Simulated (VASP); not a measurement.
Wanted: the native input for a VASP 6.6.1 run.

| Item | Value |
| --- | --- |
| Task | single point |
| Functional | PBE |
| Potentials or basis | VASP PAW PBE potentials, release 64 (Bi_d, Te) |
| Cutoff | 520 eV |
| k mesh | 6 × 6 × 6 |
| Occupations | gaussian, width 0.2 eV |
| Spin | no spin polarisation |
| Dipole correction | no |
| Further INCAR settings | ALGO = Normal; EDIFF = 1e-06; NBANDS = 48 |

The structure of Bi4Te3 lies in POSCAR:

```
Bi4Te3
1.0
   -2.2535919224      3.9033357091      0.0000000000
   -4.5071838448      0.0000000000      0.0000000000
   -2.2535919224      1.3011119030     14.3367928325
Bi Te
4 3
Direct
    0.2865256789      0.2865256789      0.1404229632
    0.7134743211      0.7134743211      0.8595770368
    0.8526347505      0.8526347505      0.4420957485
    0.1473652495      0.1473652495      0.5579042515
    1.0000000000      1.0000000000      0.0000000000
    0.5802198967      0.5802198967      0.2593403098
    0.4197801033      0.4197801033      0.7406596902
```

The input as run:

INCAR

```
SYSTEM = Bi4Te3
ALGO = Normal
EDIFF = 1E-6
ENCUT = 520
GGA = PE
ISIF = 2
ISMEAR = 0
LASPH = .True.
LCHARG = .True.
LELF = .True.
LREAL = .False.
LVHAR = .True.
LWAVE = .False.
NBANDS = 48
NELM = 100
PREC = Accurate
SIGMA = 0.2
```

KPOINTS

```
k-points
0
Gamma
  6 6 6
  0 0 0
```

Potentials or basis: VASP PAW PBE potentials, release 64 (Bi_d, Te).

Run with:

```sh
$ cat potpaw_PBE.64/Bi_d/POTCAR potpaw_PBE.64/Te/POTCAR > POTCAR
$ mpirun -np 1 vasp_std > vasp.out
```

Results of the run:

```
Pressure               : -0.1 GPa
Largest force          : 0.016 eV/Å
Band gap on the k mesh : 0.22 eV, indirect (least direct gap 0.25 eV)
```

Caveat: spin-orbit coupling is left out, which moves the levels of the heavy elements.

It took 8.1 min on 1 thread of Oxide Virtual Turin-like Processor (shared host), peak memory 0.52 GiB.
